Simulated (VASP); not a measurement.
# TaN (P6_3/mmc) in VASP: a series of runs

Runs on TaN. Level: PBEsol. Tasks: single point.

Everything below comes from runs of VASP 6.6.1. Logs are shortened: lines on timing, memory, paths and dates and some standing lists are left out, and cuts for length are marked.

## 1. The cell of the first run

The structure is hexagonal, space group P6_3/mmc (No. 194). The conventional cell has a = 3.048 Å, b = 3.048 Å, c = 4.918 Å, α = 90.00°, β = 90.00°, γ = 120.00°. Within 2.8 Å of Ta (site symmetry -3m) lie 6 N at 2.15 Å and 2 Ta at 2.46 Å. N (site symmetry -6m2) has 6 Ta at 2.15 Å within 2.8 Å.

## 2. Single point, PBEsol

Contents of INCAR:

```
PREC = Accurate ; ENCUT = 520
EDIFF = 1E-6 ; ISMEAR = 0
SIGMA = 0.1 ; LREAL = False
LASPH = True ; NELM = 80
ALGO = Normal ; ISIF = 2
LWAVE = False ; LCHARG = True
GGA = PS ; LELF = True
LVHAR = True ; NBANDS = 24
```

Contents of KPOINTS:

```
Automatic mesh
0
Gamma
  6 6 4
```

Contents of POSCAR:

```
TaN
1.0
    3.0480019786      0.0000000000      0.0000000000
   -1.5240009893      2.6396471442      0.0000000000
    0.0000000000      0.0000000000      4.9180000000
Ta N
2 2
Direct
    0.0000000000      0.0000000000      0.0000000000
    0.0000000000      0.0000000000      0.5000000000
    0.3333333333      0.6666666667      0.2500000000
    0.6666666667      0.3333333333      0.7500000000
```

Potentials or basis: VASP PAW PBE potentials, release 64 (Ta_pv, N).

Command:

```bash
cat potpaw_PBE.64/Ta_pv/POTCAR potpaw_PBE.64/N/POTCAR > POTCAR
mpirun -np 1 vasp_std > vasp.out
```

OUTCAR:

```text
PREC = Accurate
   ENCUT = 520
   EDIFF = 1E-6
   ISMEAR = 0
   LREAL = False
   LASPH = True
   NELM = 80
   ISIF = 2
   GGA = PS

 ion  position               nearest neighbor table
   1  0.000  0.000  0.000-   3 2.15   4 2.15   3 2.15   4 2.15   4 2.15   3 2.15   2 2.46   2 2.46

   2  0.000  0.000  0.500-   3 2.15   4 2.15   3 2.15   4 2.15   4 2.15   3 2.15   1 2.46   1 2.46

   3  0.333  0.667  0.250-   1 2.15   2 2.15   1 2.15   2 2.15   1 2.15   2 2.15
   4  0.667  0.333  0.750-   1 2.15   2 2.15   1 2.15   2 2.15   1 2.15   2 2.15

  LATTYP: Found a hexagonal cell.
 ALAT       =     3.0480019786
 C/A-ratio  =     1.6135160130

  Lattice vectors:

 A1 = (   3.0480019786,   0.0000000000,   0.0000000000)
 A2 = (  -1.5240009893,   2.6396471442,   0.0000000000)
 A3 = (   0.0000000000,   0.0000000000,   4.9180000000)

Analysis of symmetry for initial positions (statically):
=====================================================================
 Subroutine PRICEL returns:
 Original cell was already a primitive cell.

 Routine SETGRP: Setting up the symmetry group for a
 hexagonal supercell.

 Subroutine GETGRP returns: Found 24 space group operations
 (whereof 12 operations were pure point group operations)
 out of a pool of 24 trial point group operations.

The static configuration has the point symmetry D_3d.
 The point group associated with its full space group is D_6h.

Analysis of symmetry for dynamics (positions and initial velocities):
=====================================================================
 Subroutine PRICEL returns:
 Original cell was already a primitive cell.

 Routine SETGRP: Setting up the symmetry group for a
 hexagonal supercell.

 Subroutine GETGRP returns: Found 24 space group operations
 (whereof 12 operations were pure point group operations)
 out of a pool of 24 trial point group operations.

The dynamic configuration has the point symmetry D_3d.
 The point group associated with its full space group is D_6h.

 Subroutine INISYM returns: Found 24 space group operations
 (whereof 12 operations are pure point group operations),
 and found     1 'primitive' translations

----------------------------------------------------------------------------------------

                                     Primitive cell

  volume of cell :      39.5685

  direct lattice vectors                    reciprocal lattice vectors
     3.048001979  0.000000000  0.000000000     0.328083777  0.189419257  0.000000000
    -1.524000989  2.639647144  0.000000000     0.000000000  0.378838513  0.000000000
     0.000000000  0.000000000  4.918000000     0.000000000  0.000000000  0.203334689

  length of vectors
     3.048001979  3.048001979  4.918000000     0.378838513  0.378838513  0.203334689

  position of ions in fractional coordinates (direct lattice)
     0.000000000  0.000000000  0.000000000
     0.000000000  0.000000000  0.500000000
     0.333333333  0.666666667  0.250000000
     0.666666667  0.333333333  0.750000000

  ion indices of the primitive-cell ions
   primitive index   ion index
                 1           1
                 2           2
                 3           3
                 4           4

----------------------------------------------------------------------------------------

 KPOINTS: Automatic mesh

Automatic generation of k-mesh.
 Grid dimensions read from file:
 generate k-points for:    6    6    4

 Generating k-lattice:

  Cartesian coordinates                     Fractional coordinates (reciprocal lattice)
     0.054680629  0.031569876  0.000000000     0.166666667  0.000000000  0.000000000
     0.000000000  0.063139752  0.000000000     0.000000000  0.166666667  0.000000000
     0.000000000  0.000000000  0.050833672     0.000000000  0.000000000  0.250000000

  Length of vectors
     0.063139752  0.063139752  0.050833672

  Shift w.r.t. Gamma in fractional coordinates (k-lattice)
     0.000000000  0.000000000  0.000000000

 Subroutine IBZKPT returns following result:
 ===========================================

 Found     21 irreducible k-points:

 Following reciprocal coordinates:
            Coordinates               Weight
  0.000000  0.000000  0.000000      1.000000
  0.166667  0.000000  0.000000      6.000000
  0.333333  0.000000  0.000000      6.000000
  0.500000  0.000000  0.000000      3.000000
  0.166667  0.166667  0.000000      6.000000
  0.333333  0.166667  0.000000     12.000000
[... 13 lines left out ...]
  0.333333  0.166667  0.500000     12.000000
  0.333333  0.333333  0.500000      2.000000
   k-points           NKPTS =     21   k-points in BZ     NKDIM =     21   number of bands    NBANDS=     24
   number of dos      NEDOS =    301   number of ions     NIONS =      4
   total plane-waves  NPLWV =  23040
   dimension x,y,z NGX =    24 NGY =   24 NGZ =   40
   dimension x,y,z NGXF=    48 NGYF=   48 NGZF=   80
   ions per type =               2   2
   NGX,Y,Z   is equivalent  to a cutoff of  13.09, 13.09, 13.52 a.u.
   NGXF,Y,Z  is equivalent  to a cutoff of  26.18, 26.18, 27.04 a.u.
 SYSTEM =  unknown system
   PREC   = accura    normal or accurate (medium, high low for compatibility)
   ISTART =      0    job   : 0-new  1-cont  2-samecut
   ICHARG =      2    charge: 1-file 2-atom 10-const
   ISPIN  =      1    spin polarized calculation?
   LNONCOLLINEAR =      F non collinear calculations
   LSORBIT =      F    spin-orbit coupling
   LASPH  =      T    aspherical Exc in radial PAW
   ENCUT  =  520.0 eV  38.22 Ry    6.18 a.u.   5.67  5.67  9.14*2*pi/ulx,y,z
   NELM   =     80;   NELMIN=  2; NELMDL= -5     # of ELM steps
   EDIFF  = 0.1E-05   stopping-criterion for ELM
   LREAL  =      F    real-space projection
   EDIFFG = 0.1E-04   stopping-criterion for IOM
   NSW    =      0    number of steps for IOM
   IBRION =     -1    ionic relax: 0-MD 1-quasi-New 2-CG
   NFREE  =      0    steps in history (QN), initial steepest desc. (CG)
   ISIF   =      2    stress and relaxation
   ISYM   =      2    0-nonsym 1-usesym 2-fastsym
   POTIM  = 0.5000    time-step for ionic-motion
   TEBEG  =    0.0;   TEEND  =   0.0 temperature during run
   PSTRESS=    0.0 pullay stress
   NELECT =      32.0000    total number of electrons
   NUPDOWN=      -1.0000    fix difference up-down
   EMIN   =  10.00;   EMAX   =-10.00  energy-range for DOS
   EFERMI =   0.00;   METHOD = LEGACY
   ISMEAR =     0;   SIGMA  =   0.10  broadening in eV -4-tet -1-fermi 0-gaus
   EFERMI_NEDOS =   21; number of points for ismear=-14 and -15
   IALGO  =     38    algorithm
   IMIX   =      4    mixing-type and parameters
     AMIX     =   0.40;   BMIX     =  1.00
     AMIX_MAG =   1.60;   BMIX_MAG =  1.00
  volume/ion in A,a.u.               =       9.89        66.76
  Fermi-wavevector in a.u.,A,eV,Ry     =   1.525252  2.882308 31.652508  2.326394
  Thomas-Fermi vector in A             =   2.633448
   LORBIT       =      0    0 simple, 1 ext, 2 COOP (PROOUT), +10 PAW based schemes
   GGA     = PS    functional components
   LHFCALC =     F    Hartree Fock is set to
   AEXX    =    0.0000 exact exchange contribution
   IVDW    =     0    specifies the selected vdW correction
   LEPSILON=     F    determine dielectric tensor
   LRPA    =     F    only Hartree local field effects (RPA)
 non-spin polarized calculation
 Gauss-broadening in eV      SIGMA  =   0.10
  energy-cutoff  :      520.00
  volume of cell :       39.57
 maximum number of plane-waves:      1087
 NGX is ok and might be reduce to    24
   NGX = 11   NGY = 11   NGZ = 19

 number of electron      32.0000002 magnetization

 Free energy of the ion-electron system (eV)
  ---------------------------------------------------
  ext. energy  EPLUGINS =         0.00000000
  ---------------------------------------------------
  free energy    TOTEN  =       -44.27967964 eV

  energy without entropy =      -44.26565470  energy(sigma->0) =      -44.27266717

 E-fermi :   9.6881     XC(G=0): -13.9049

 val. band max:        9.6867372904   @ k =   0.1667   0.1667   0.0000
 cond. band min:       9.6912094710   @ k =   0.1667   0.1667   0.5000
 fundamental gap:      0.0044721806
 Fermi energy:         9.6880543062

 k-point     1 :       0.0000    0.0000    0.0000
  band No.  band energies     occupation
      1     -27.4138      2.00000
      2     -25.5405      2.00000
      3     -25.5405      2.00000
      4     -25.1611      2.00000
      5     -25.1611      2.00000
      6     -24.3545      2.00000
[... 16 lines left out ...]
     23      14.7762      0.00000
     24      16.4286      0.00000

 k-point     2 :       0.1667    0.0000    0.0000
  band No.  band energies     occupation
      1     -27.3560      2.00000
      2     -25.7859      2.00000
      3     -25.5919      2.00000
      4     -25.3491      2.00000
      5     -25.2018      2.00000
      6     -24.3321      2.00000
[... 16 lines left out ...]
     23      16.1726      0.00000
     24      16.3425      0.00000

 k-point     3 :       0.3333    0.0000    0.0000
  band No.  band energies     occupation
      1     -27.2383      2.00000
      2     -26.2431      2.00000
      3     -25.7086      2.00000
      4     -25.6930      2.00000
      5     -25.2823      2.00000
      6     -24.2870      2.00000
[... 16 lines left out ...]
     23      16.8546      0.00000
     24      17.1608      0.00000
[... 433 lines left out ...]
 k-point    20 :       0.3333    0.1667    0.5000
  band No.  band energies     occupation
      1     -26.0802      2.00000
      2     -26.0802      2.00000
      3     -25.8361      2.00000
      4     -25.8361      2.00000
      5     -25.6498      2.00000
      6     -25.6498      2.00000
[... 16 lines left out ...]
     23      17.3296      0.00000
     24      17.3296      0.00000

 k-point    21 :       0.3333    0.3333    0.5000
  band No.  band energies     occupation
      1     -25.9494      2.00000
      2     -25.9494      2.00000
      3     -25.9073      2.00000
      4     -25.9073      2.00000
      5     -25.8163      2.00000
      6     -25.8163      2.00000
[... 16 lines left out ...]
     23      18.2173      0.00000
     24      18.2173      0.00000

------------------------ aborting loop because EDIFF is reached ----------------------------------------

  FORCE on cell =-STRESS in cart. coord.  units (eV):
  Direction    XX          YY          ZZ          XY          YZ          ZX
  --------------------------------------------------------------------------------------
  -------------------------------------------------------------------------------------
  Total        5.2606571      5.2606571     26.4654692      0.0000000      0.0000000      0.0000000
  in kB      213.0104616    213.0104616   1071.6193223      0.0000000      0.0000000      0.0000000
  external PRESSURE =     499.2134152 kB  Pullay stress =       0.0000000 kB

 VOLUME and BASIS-vectors are now :
 -----------------------------------------------------------------------------
  energy-cutoff  :      520.00
  volume of cell :       39.57
      direct lattice vectors                 reciprocal lattice vectors
     3.048001979  0.000000000  0.000000000     0.328083777  0.189419257  0.000000000
    -1.524000989  2.639647144  0.000000000     0.000000000  0.378838513  0.000000000
     0.000000000  0.000000000  4.918000000     0.000000000  0.000000000  0.203334689

 POSITION                                       TOTAL-FORCE (eV/Angst)
 -----------------------------------------------------------------------------------
      0.00000      0.00000      0.00000         0.000000      0.000000     -0.000000
      0.00000      0.00000      2.45900         0.000000      0.000000     -0.000000
     -0.00000      1.75976      1.22950         0.000000      0.000000     -0.000000
      1.52400      0.87988      3.68850        -0.000000     -0.000000      0.000000
 -----------------------------------------------------------------------------------
    total drift:                               -0.000000      0.000000      0.000000

  FREE ENERGIE OF THE ION-ELECTRON SYSTEM (eV)
  ---------------------------------------------------
  free  energy   TOTEN  =       -44.2796796361 eV

  energy  without entropy=      -44.2656547026  energy(sigma->0) =      -44.27266717
```

It took 8.1 s on 1 thread of Intel Xeon 6975P-C (Granite Rapids), shared host; peak memory 0.16 GiB.

Results:

```
Free energy            : -44.2797 eV
Pressure               : 49.9 GPa
Band gap on the k mesh : zero (band 16 reaches 10.33 eV, above the bottom of band 17 at 7.85 eV)
```

Caveat: the k points lie up to 0.40 Å⁻¹ apart; the PAW data sets were made with another functional, which shifts forces and pressure a little; spin-orbit coupling is left out, which moves the levels of the heavy elements.

## 3. Single point, PBEsol

This run uses another cell than the first one, of 10.59 Å³/atom, 1.070 times its volume.

Contents of INCAR:

```
PREC = Accurate ; ENCUT = 520
EDIFF = 1E-7 ; ISMEAR = 0
SIGMA = 0.1 ; LREAL = F
LASPH = T ; NELM = 80
ALGO = Normal ; ISIF = 2
LWAVE = F ; LCHARG = T
GGA = PS ; LELF = T
LVHAR = T ; NBANDS = 24
```

KPOINTS is that of step 2.

Contents of POSCAR:

```
TaN
1.0
    2.8903514302      0.0000000000      0.0000000000
   -1.4451757151      2.5031177644      0.0000000000
    0.0000000000      0.0000000000      5.8535234760
Ta N
2 2
Direct
    0.0000000000      0.0000000000      0.0000000000
    0.0000000000      0.0000000000      0.5000000000
    0.3333333333      0.6666666667      0.2500000000
    0.6666666667      0.3333333333      0.7500000000
```

Potentials or basis: VASP PAW PBE potentials, release 64 (Ta_pv, N).

Command:

```bash
cat potpaw_PBE.64/Ta_pv/POTCAR potpaw_PBE.64/N/POTCAR > POTCAR
mpirun -np 1 vasp_std > vasp.out
```

Wall time 9.2 s (1 thread of Intel Xeon 6975P-C (Granite Rapids), shared host); peak memory 0.17 GiB.

Results (log left out):

```
Free energy            : -46.8068 eV
Pressure               : 1.0 GPa
Band gap on the k mesh : zero (band 16 reaches 8.84 eV, above the bottom of band 17 at 8.02 eV)
```

Stress tensor (GPa, compression positive):
```
0.85 0.00 0.00
0.00 0.85 0.00
0.00 0.00 1.25
```

Levels at points of the mesh, in eV from the Fermi level:
```
           k point  band 14  band 15  band 16  band 17  band 18  band 19
(0.00, 0.00, 0.00)    -1.85    -1.85    -0.12    -0.12     0.69     0.69
(0.50, 0.00, 0.00)    -3.73    -2.67    -2.07     3.07     4.34     5.17
(0.00, 0.00, 0.50)    -3.81    -0.54    -0.54     1.16     1.16     1.16
(0.50, 0.00, 0.50)    -4.30    -2.13    -2.13     4.18     4.18     5.11
```

Caveat: the k points lie up to 0.42 Å⁻¹ apart; the PAW data sets were made with another functional, which shifts forces and pressure a little; spin-orbit coupling is left out, which moves the levels of the heavy elements.
